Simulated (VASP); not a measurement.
# Cd: single point with r2SCAN+D4

Cd:

```
CELL_PARAMETERS angstrom
1.60148 0.92462 2.41329
-1.60148 0.92462 2.41329
0.00000 -1.84924 2.41329
ATOMIC_POSITIONS crystal
Cd 0.00000 0.00000 0.00000
```

```
Program                : VASP 6.6.1
Task                   : single point
Functional             : r2SCAN
Dispersion             : D4
Potentials or basis    : VASP PAW PBE potentials, release 64 (Cd)
Cutoff                 : 520 eV
k mesh                 : 10 × 10 × 10
Occupations            : methfessel-paxton, width 0.001 eV
Spin                   : collinear spin, zero start
Starting moments       : [0.01] μB
Dipole correction      : no
Further INCAR settings : ALGO = Normal; EDIFF = 1e-06; NBANDS = 16
```

| Item | Value |
| --- | --- |
| Pressure | 0.3 GPa |
| Band gap on the k mesh | zero (filled and empty bands overlap) |
| Net moment | 0.00 μB per cell |
| Valence electrons inside the program's atomic spheres | Cd 10.33 |
| Dispersion energy per atom | -0.142 eV |

Levels at points of the mesh, in eV from the Fermi level:
Spin up:
| k point | band 4 | band 5 | band 6 | band 7 | band 8 | band 9 |
| --- | --- | --- | --- | --- | --- | --- |
| (0.00, 0.00, 0.00) | -9.34 | -9.25 | -9.25 | 13.93 | 14.84 | 14.84 |
| (0.50, 0.00, 0.00) | -8.99 | -8.82 | -2.73 | -1.75 | 13.22 | 13.24 |
| (0.50, 0.50, 0.00) | -8.78 | -8.72 | -1.04 | 1.55 | 6.21 | 8.13 |
| (0.50, 0.50, 0.50) | -8.80 | -8.80 | -2.16 | -0.29 | 12.01 | 12.01 |
Spin down:
| k point | band 3 | band 4 | band 5 | band 6 | band 7 | band 8 | band 9 | band 10 |
| --- | --- | --- | --- | --- | --- | --- | --- | --- |
| (0.00, 0.00, 0.00) | -9.62 | -9.34 | -9.25 | -9.25 | 13.94 | 14.85 | 14.85 | 18.33 |
| (0.50, 0.00, 0.00) | -9.57 | -8.99 | -8.82 | -2.73 | -1.75 | 13.23 | 13.25 | 15.01 |
| (0.50, 0.50, 0.00) | -8.95 | -8.78 | -8.72 | -1.03 | 1.55 | 6.22 | 8.13 | 10.66 |
| (0.50, 0.50, 0.50) | -9.79 | -8.80 | -8.80 | -2.15 | -0.28 | 12.01 | 12.01 | 12.91 |

Wall time 2.6 min on 1 thread of Intel(R) Xeon(R) Platinum 8488C (Sapphire Rapids), with other jobs on the host, peak memory 0.19 GiB.

Caveat: the PAW data sets were made with another functional, which shifts forces and pressure a little.
